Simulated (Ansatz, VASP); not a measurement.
One calculation of WC, two programs

INCAR

```
ALGO     = Normal         # electronic algorithm
EDIFF    = 1E-6           # SCF threshold, eV
ENCUT    = 520            # plane-wave cutoff, eV
GGA      = PS             # functional
ISIF     = 2              # what is computed and relaxed
ISMEAR   = -1             # smearing method
LASPH    = T              # aspherical terms in the spheres
LCHARG   = F              # write CHGCAR
LREAL    = F              # projectors in reciprocal space
LWAVE    = F              # write WAVECAR
NBANDS   = 16             # bands
NELM     = 80             # most SCF steps
PREC     = Accurate       # precision mode
SIGMA    = 0.05           # smearing width, eV
```

The input KPOINTS:

```
k-points
0
Gamma
  13 13 12
```

The input POSCAR:

```
WC
1.0
    2.9101377242      0.0000000000      0.0000000000
   -1.4550688621      2.5202531977      0.0000000000
    0.0000000000      0.0000000000      2.8383987401
W C
1 1
Direct
    0.0000000000      0.0000000000      0.0000000000
    0.6666666667      0.3333333333      0.5000000000
```

Input for Ansatz:

```yaml
crystal:
  lattice:
    - [2.9101377242, 0.0, 0.0]
    - [-1.4550688621, 2.5202531977, 0.0]
    - [0.0, 0.0, 2.8383987401]
  atoms:
    - { symbol: W, position: [0.0, 0.0, 0.0] }
    - { symbol: C, position: [0.6666666667, 0.3333333333, 0.5] }
kpoints:
  mp_grid: { grid: [13, 13, 12] }
  band_path:
    path:
      - [0.0, 0.0, 0.0]
      - [0.5, 0.0, 0.0]
      - [0.3333333333, 0.3333333333, 0.0]
      - [0.0, 0.0, 0.0]
      - [0.0, 0.0, 0.5]
      - [0.5, 0.0, 0.5]
      - [0.3333333333, 0.3333333333, 0.5]
      - [0.0, 0.0, 0.5]
      - [0.5, 0.0, 0.5]
    npoints: 5
scf:
  occupations: { method: fermi_dirac, width: 0.05 }
hamiltonian:
  xc: pbesol
  pseudopotentials: { kind: all_electron, lapw: { basis_error: 0.001 } }
output:
  forces: true
  stress: true
  eigenvalues: true
```

Change from the starting cell: volume scaled by 1.01.

Alike in both runs: task single point; functional PBEsol; k mesh 13 × 13 × 12; occupations fermi-dirac, width 0.05 eV; no spin polarisation.

|  | VASP | Ansatz |
| --- | --- | --- |
| version | VASP 6.6.1 | Ansatz 0.2.0 |
| potentials or method | VASP PAW PBE potentials, release 64 (W_sv, C), cutoff 520 eV | all-electron LAPW, scalar-relativistic |

VASP gave:

| Property | Result |
| --- | --- |
| pressure (GPa) | -3.6 |
| traceless stress, the component that is largest in VASP (GPa) | -0.48 |

Problem. Estimate Ansatz's values.

Solution. Pressure (GPa): -4.7; traceless stress, the component that is largest in VASP (GPa): -0.71.

VASP's potentials were made for PBE, not for PBEsol. Ansatz ran all-electron here, and VASP with PAW potentials.

Neither program's run includes spin-orbit coupling.
